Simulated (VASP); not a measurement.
# LiCl (Fm-3m) in VASP: settings compared, part 2 of 2

VASP 6.6.1. Earlier steps stand in the parts before.

## 3. Dielectric tensor, PBEsol

Contents of INCAR:

```
SYSTEM = LiCl
  PREC = Accurate
  ENCUT = 520
  EDIFF = 1E-8
  ISMEAR = 0
  SIGMA = 0.01
  LREAL = .False.
  LASPH = .True.
  NELM = 60
  ALGO = Normal
  ISIF = 2
  LWAVE = .False.
  LCHARG = .False.
  GGA = PS
  LEPSILON = .True.
```

Contents of KPOINTS:

```
Automatic mesh
0
Gamma
  9 9 9
  0 0 0
```

Contents of POSCAR:

```
LiCl
1.0
    0.0000000000      2.5647700000      2.5647700000
    2.5647700000      0.0000000000      2.5647700000
    2.5647700000      2.5647700000      0.0000000000
Cl Li
1 1
Direct
    0.5000000000      0.5000000000      0.5000000000
    0.0000000000      0.0000000000      0.0000000000
```

Potentials or basis: VASP PAW PBE potentials, release 64 (Cl, Li_sv).

On the command line:

```
$ cat potpaw_PBE.64/Cl/POTCAR potpaw_PBE.64/Li_sv/POTCAR > POTCAR
$ mpirun -np 1 vasp_std > vasp.out
```

OUTCAR:

```text
SYSTEM = LiCl
   PREC = Accurate
   ENCUT = 520
   EDIFF = 1E-8
   ISMEAR = 0
   LREAL = .False.
   LASPH = .True.
   NELM = 60
   ISIF = 2
   GGA = PS
   LEPSILON = .True.

 ion  position               nearest neighbor table
   1  0.500  0.500  0.500-   2 2.56   2 2.56   2 2.56   2 2.56   2 2.56   2 2.56
   2  0.000  0.000  0.000-   1 2.56   1 2.56   1 2.56   1 2.56   1 2.56   1 2.56

  LATTYP: Found a face centered cubic cell.
 ALAT       =     5.1295400000

  Lattice vectors:

 A1 = (   0.0000000000,   2.5647700000,   2.5647700000)
 A2 = (   2.5647700000,   0.0000000000,   2.5647700000)
 A3 = (   2.5647700000,   2.5647700000,   0.0000000000)

Analysis of symmetry for initial positions (statically):
=====================================================================
 Subroutine PRICEL returns:
 Original cell was already a primitive cell.

 Routine SETGRP: Setting up the symmetry group for a
 face centered cubic supercell.

 Subroutine GETGRP returns: Found 48 space group operations
 (whereof 48 operations were pure point group operations)
 out of a pool of 48 trial point group operations.

The static configuration has the point symmetry O_h .

Analysis of symmetry for dynamics (positions and initial velocities):
=====================================================================
 Subroutine PRICEL returns:
 Original cell was already a primitive cell.

 Routine SETGRP: Setting up the symmetry group for a
 face centered cubic supercell.

 Subroutine GETGRP returns: Found 48 space group operations
 (whereof 48 operations were pure point group operations)
 out of a pool of 48 trial point group operations.

The dynamic configuration has the point symmetry O_h .

 Subroutine INISYM returns: Found 48 space group operations
 (whereof 48 operations are pure point group operations),
 and found     1 'primitive' translations

----------------------------------------------------------------------------------------

                                     Primitive cell

  volume of cell :      33.7423

  direct lattice vectors                    reciprocal lattice vectors
     0.000000000  2.564770000  2.564770000    -0.194949255  0.194949255  0.194949255
     2.564770000  0.000000000  2.564770000     0.194949255 -0.194949255  0.194949255
     2.564770000  2.564770000  0.000000000     0.194949255  0.194949255 -0.194949255

  length of vectors
     3.627132518  3.627132518  3.627132518     0.337662014  0.337662014  0.337662014

  position of ions in fractional coordinates (direct lattice)
     0.500000000  0.500000000  0.500000000
     0.000000000  0.000000000  0.000000000

  ion indices of the primitive-cell ions
   primitive index   ion index
[... 131 lines left out ...]
      7      12.3464      0.00000
      8      12.3464      0.00000
      9      12.3464      0.00000
[... 265 lines left out ...]
 k-point    24 :       0.4444    0.4444    0.0000
  band No.  band energies     occupation
      1     -42.2771      2.00000
      2     -12.0571      2.00000
      3      -2.3399      2.00000
      4      -0.5594      2.00000
      5      -0.5594      2.00000
      6       8.3623      0.00000
      7       8.6893      0.00000
      8      12.5300      0.00000
      9      14.3768      0.00000

 [... further k-points ...]

  FORCE on cell =-STRESS in cart. coord.  units (eV):
  Direction    XX          YY          ZZ          XY          YZ          ZX
  --------------------------------------------------------------------------------------
  -------------------------------------------------------------------------------------
  Total       -0.2756823     -0.2756823     -0.2756823      0.0000000      0.0000000      0.0000000
  in kB      -13.0901371    -13.0901371    -13.0901371      0.0000000      0.0000000      0.0000000
  external PRESSURE =     -13.0901371 kB  Pullay stress =       0.0000000 kB

 VOLUME and BASIS-vectors are now :
 -----------------------------------------------------------------------------
  energy-cutoff  :      520.00
  volume of cell :       33.74
      direct lattice vectors                 reciprocal lattice vectors
     0.000000000  2.564770000  2.564770000    -0.194949255  0.194949255  0.194949255
     2.564770000  0.000000000  2.564770000     0.194949255 -0.194949255  0.194949255
     2.564770000  2.564770000  0.000000000     0.194949255  0.194949255 -0.194949255

 POSITION                                       TOTAL-FORCE (eV/Angst)
 -----------------------------------------------------------------------------------
      2.56477      2.56477      2.56477        -0.000000      0.000000      0.000000
      0.00000      0.00000      0.00000         0.000000     -0.000000     -0.000000
 -----------------------------------------------------------------------------------
    total drift:                                0.000000      0.000000      0.000000

  FREE ENERGIE OF THE ION-ELECTRON SYSTEM (eV)
  ---------------------------------------------------
  free  energy   TOTEN  =        -7.6343735390 eV

  energy  without entropy=       -7.6343735390  energy(sigma->0) =       -7.63437354

 HEAD OF MICROSCOPIC STATIC DIELECTRIC TENSOR (INDEPENDENT PARTICLE, excluding Hartree and local field effects)
 ------------------------------------------------------
           3.333671    -0.000000    -0.000000
           0.000000     3.333671     0.000000
           0.000000    -0.000000     3.333671
 ------------------------------------------------------

 Free energy of the ion-electron system (eV)
  ---------------------------------------------------
  ---------------------------------------------------
  free energy    TOTEN  =        -0.21098122 eV

  energy without entropy =       -0.21098122

------------------------ aborting loop because EDIFF is reached ----------------------------------------

--------------------------------------- Ionic step        2  -------------------------------------------

------------------------ aborting loop because EDIFF is reached ----------------------------------------

--------------------------------------- Ionic step        3  -------------------------------------------

 Free energy of the ion-electron system (eV)
  ---------------------------------------------------
  ---------------------------------------------------
  free energy    TOTEN  =        -0.21098130 eV

  energy without entropy =       -0.21098130

------------------------ aborting loop because EDIFF is reached ----------------------------------------

 PIEZOELECTRIC TENSOR FIELD DIRECTION 3  (e Angst)
 -----------------------------------------------------------------------------
    -0.00043  0.00000 -0.00000           ( -0.00000  0.00000 -0.00000)
     0.00000 -0.00043 -0.00000           (  0.00000 -0.00000  0.00000)
    -0.00000 -0.00000 -0.00022           ( -0.00000  0.00000 -0.00000)

 PIEZOELECTRIC TENSOR FIELD DIRECTION 3  (C/m^2)
 -----------------------------------------------------------------------------
    -0.00020  0.00000 -0.00000
     0.00000 -0.00020 -0.00000
    -0.00000 -0.00000 -0.00011

 MACROSCOPIC STATIC DIELECTRIC TENSOR (including local field effects in DFT)
 ------------------------------------------------------
           3.026290    -0.000000     0.000000
          -0.000000     3.026290     0.000000
          -0.000000    -0.000000     3.026290
 ------------------------------------------------------

 PIEZOELECTRIC TENSOR (including local field effects)  for field in x, y, z        (e  Angst)
          XX          YY          ZZ          XY          YZ          ZX
  --------------------------------------------------------------------------------
  x     0.00000     0.00000     0.00000     0.00000     0.00000     0.00000
  y     0.00000     0.00000     0.00000     0.00000     0.00000     0.00000
  z     0.00000     0.00000     0.00000     0.00000     0.00000     0.00000

 PIEZOELECTRIC TENSOR (including local field effects)  for field in x, y, z        (C/m^2)
          XX          YY          ZZ          XY          YZ          ZX
  --------------------------------------------------------------------------------
  x     0.00000     0.00000     0.00000     0.00000     0.00000     0.00000
  y     0.00000     0.00000     0.00000     0.00000     0.00000     0.00000
  z     0.00000     0.00000     0.00000     0.00000     0.00000     0.00000

 BORN EFFECTIVE CHARGES (including local field effects) (in |e|, cummulative output)
 ---------------------------------------------------------------------------------
 ion    1
    1    -1.18131     0.00000     0.00000
    2     0.00000    -1.18131     0.00000
    3     0.00000     0.00000    -1.18131
 ion    2
    1     1.18131     0.00000     0.00000
    2     0.00000     1.18131     0.00000
    3     0.00000     0.00000     1.18131
```

Wall time 6.4 min (1 thread of Intel Xeon 8259CL, shared host); peak memory 0.2 GiB.

Results:

| Item | Value |
| --- | --- |
| Band gap on the k mesh | 6.14 eV |
| Electronic dielectric tensor (diagonal) | 3.03 |
| Born charges (mean of the diagonal) | Cl -1.18; Li +1.18 e |

Electronic dielectric tensor:
```
3.03 0.00 0.00
0.00 3.03 0.00
0.00 0.00 3.03
```

Born effective charge tensors (e):
atom 1, Cl
```
-1.18  0.00  0.00
 0.00 -1.18  0.00
 0.00  0.00 -1.18
```
atom 2, Li
```
1.18 0.00 0.00
0.00 1.18 0.00
0.00 0.00 1.18
```

Caveat: the cutoff is under 1.25 times the usual one of these potentials, so pressure, stress and relaxed cells hold a basis-set (Pulay) error; the PAW data sets were made with another functional, which shifts forces and pressure a little; an odd mesh through Γ misses points on the zone boundary, where band edges can lie. PBEsol gaps usually lie below the measured ones, often by a third to a half.

## 4. Vibrations by perturbation theory, LDA

Contents of INCAR:

```
SYSTEM = LiCl
ALGO = Normal ; EDIFF = 1E-8
ENCUT = 520 ; GGA = CA
IBRION = 8 ; ISIF = 2
ISMEAR = 0 ; LASPH = .True.
LCHARG = .True. ; LEPSILON = .True.
LREAL = .False. ; LWAVE = .False.
NBANDS = 12 ; NELM = 80
NSW = 1 ; PREC = Accurate
SIGMA = 0.01
```

Contents of KPOINTS:

```
k-points
0
Gamma
  7 7 7
  0 0 0
```

POSCAR is that of step 3.

Potentials or basis: VASP PAW LDA potentials, release 64 (Cl, Li_sv).

On the command line:

```
$ cat potpaw_LDA.64/Cl/POTCAR potpaw_LDA.64/Li_sv/POTCAR > POTCAR
$ mpirun -np 1 vasp_std > vasp.out
```

OUTCAR:

```text
SYSTEM = LiCl
   EDIFF = 1E-8
   ENCUT = 520
   GGA = CA
   IBRION = 8
   ISIF = 2
   ISMEAR = 0
   LASPH = .True.
   LEPSILON = .True.
   LREAL = .False.
   NELM = 80
   NSW = 1
   PREC = Accurate

 ion  position               nearest neighbor table
   1  0.500  0.500  0.500-   2 2.56   2 2.56   2 2.56   2 2.56   2 2.56   2 2.56
   2  0.000  0.000  0.000-   1 2.56   1 2.56   1 2.56   1 2.56   1 2.56   1 2.56

  LATTYP: Found a face centered cubic cell.
 ALAT       =     5.1295400000

  Lattice vectors:

 A1 = (   0.0000000000,   2.5647700000,   2.5647700000)
 A2 = (   2.5647700000,   0.0000000000,   2.5647700000)
 A3 = (   2.5647700000,   2.5647700000,   0.0000000000)

Analysis of symmetry for initial positions (statically):
[... 595 lines left out ...]
  z     0.00000     0.00000     0.00000     0.00000     0.00000     0.00000

 SECOND DERIVATIVES (NOT SYMMETRIZED)
 ------------------------------------
               1X          1Y          1Z          2X          2Y          2Z
  1X    -0.555624    0.000000    0.000000    0.555624    0.000000    0.000000
  1Y     0.000000   -0.555624    0.000000    0.000000    0.555624    0.000000
  1Z     0.000000    0.000000   -0.555624    0.000000    0.000000    0.555624
  2X     0.548448    0.000000    0.000000   -0.548448    0.000000    0.000000
  2Y     0.000000    0.548448    0.000000    0.000000   -0.548448    0.000000
  2Z     0.000000    0.000000    0.548448    0.000000    0.000000   -0.548448

 Eigenvectors and eigenvalues of the dynamical matrix
 ----------------------------------------------------

   1 f  =    4.790801 THz    30.101493 2PiTHz  159.803932 cm-1    19.813154 meV
             X         Y         Z           dx          dy          dz
      2.564770  2.564770  2.564770     0.000000    0.408519    0.000000
      0.000000  0.000000  0.000000     0.000000   -0.912750    0.000000
[... 21 lines left out ...]
   6 f/i=    0.011609 THz     0.072944 2PiTHz    0.387249 cm-1     0.048013 meV
             X         Y         Z           dx          dy          dz
      2.564770  2.564770  2.564770     0.000000   -0.912750    0.000000
      0.000000  0.000000  0.000000     0.000000   -0.408519    0.000000

--------------------------------------------------------------------------------------------------------

 MACROSCOPIC STATIC DIELECTRIC TENSOR IONIC CONTRIBUTION
 ------------------------------------------------------
          13.634806     0.000000     0.000000
           0.000000    13.634806     0.000000
           0.000000     0.000000    13.634806
 ------------------------------------------------------

 ELASTIC MODULI CONTR FROM IONIC RELAXATION (kBar)
 Direction    XX          YY          ZZ          XY          YZ          ZX
 --------------------------------------------------------------------------------
 XX           0.0000      0.0000      0.0000      0.0000      0.0000      0.0000
 YY           0.0000      0.0000      0.0000      0.0000      0.0000      0.0000
 ZZ           0.0000      0.0000      0.0000      0.0000      0.0000      0.0000
 XY           0.0000      0.0000      0.0000      0.0000      0.0000      0.0000
 YZ           0.0000      0.0000      0.0000      0.0000      0.0000      0.0000
 ZX           0.0000      0.0000      0.0000      0.0000      0.0000      0.0000
 --------------------------------------------------------------------------------

 PIEZOELECTRIC TENSOR IONIC CONTR  for field in x, y, z        (C/m^2)
          XX          YY          ZZ          XY          YZ          ZX
  --------------------------------------------------------------------------------
  x     0.00000     0.00000     0.00000     0.00000     0.00000     0.00000
  y     0.00000     0.00000     0.00000     0.00000     0.00000     0.00000
  z     0.00000     0.00000     0.00000     0.00000     0.00000     0.00000
```

Wall time 6.3 min (1 thread of Intel Xeon 8259CL, shared host); peak memory 0.17 GiB.

What came out:

| Item | Value |
| --- | --- |
| Electronic dielectric tensor (diagonal) | 3.05 |
| Born charges (mean of the diagonal) | Cl -1.18; Li +1.18 e |
| Highest phonon frequency at Γ, LO-TO splitting left out | 160 cm⁻¹ |

Phonon frequencies in cm⁻¹ (negative: imaginary):
```
              q point        frequencies
(0.000, 0.000, 0.000)  0 0 0 160 160 160
```

Electronic dielectric tensor:
```
3.05 0.00 0.00
0.00 3.05 0.00
0.00 0.00 3.05
```

Born effective charge tensors (e):
atom 1, Cl
```
-1.18  0.00  0.00
 0.00 -1.18  0.00
 0.00  0.00 -1.18
```
atom 2, Li
```
1.18 0.00 0.00
0.00 1.18 0.00
0.00 0.00 1.18
```

Caveat: the cell stands under pressure or tension, which shifts response properties; the cutoff is under 1.25 times the usual one of these potentials, so pressure, stress and relaxed cells hold a basis-set (Pulay) error.

## 5. Elastic constants, LDA

Contents of INCAR:

```
PREC     = Accurate       # precision mode
ENCUT    = 600            # plane-wave cutoff, eV
EDIFF    = 1E-8           # SCF threshold, eV
ISMEAR   = 0              # smearing method
SIGMA    = 0.01           # smearing width, eV
LREAL    = F              # projectors in reciprocal space
LASPH    = T              # aspherical terms in the spheres
NELM     = 100            # most SCF steps
ALGO     = Normal         # electronic algorithm
ISIF     = 3              # what is computed and relaxed
LWAVE    = F              # write WAVECAR
LCHARG   = F              # write CHGCAR
GGA      = CA             # functional
NBANDS   = 12             # bands
IBRION   = 6              # ionic algorithm
NFREE    = 2            
POTIM    = 0.015          # step
NSW      = 1              # ionic steps
```

Contents of KPOINTS:

```
Automatic mesh
0
Gamma
  7 7 7
```

POSCAR is that of step 4.

On the command line:

```
$ cat potpaw_LDA.64/Cl/POTCAR potpaw_LDA.64/Li_sv/POTCAR > POTCAR
$ mpirun -np 1 vasp_std > vasp.out
```

Wall time 8.7 min (1 thread of Intel Xeon 8259CL, shared host); peak memory 0.21 GiB.

Results (log left out):

```
Elastic constants C11, C12, C44                         : 48, 20, 24 GPa
Voigt bulk modulus                                      : 29 GPa
Highest phonon frequency at Γ, LO-TO splitting left out : 162 cm⁻¹
```

Phonon frequencies in cm⁻¹ (negative: imaginary):
```csv
q point,frequencies
"(0.000, 0.000, 0.000)",0 0 0 162 162 162
```

Elastic tensor in Voigt notation (GPa, in the Cartesian axes of the cell as first typed):
```
48 20 20  0  0  0
20 48 20  0  0  0
20 20 48  0  0  0
 0  0  0 24  0  0
 0  0  0  0 24  0
 0  0  0  0  0 24
```

Clamped-ion elastic tensor (GPa):
```
48 20 20  0  0  0
20 48 20  0  0  0
20 20 48  0  0  0
 0  0  0 24  0  0
 0  0  0  0 24  0
 0  0  0  0  0 24
```

Caveat: the cell is under stress, which shifts elastic constants; the cutoff is under 1.25 times the usual one of these potentials, so pressure, stress and relaxed cells hold a basis-set (Pulay) error.
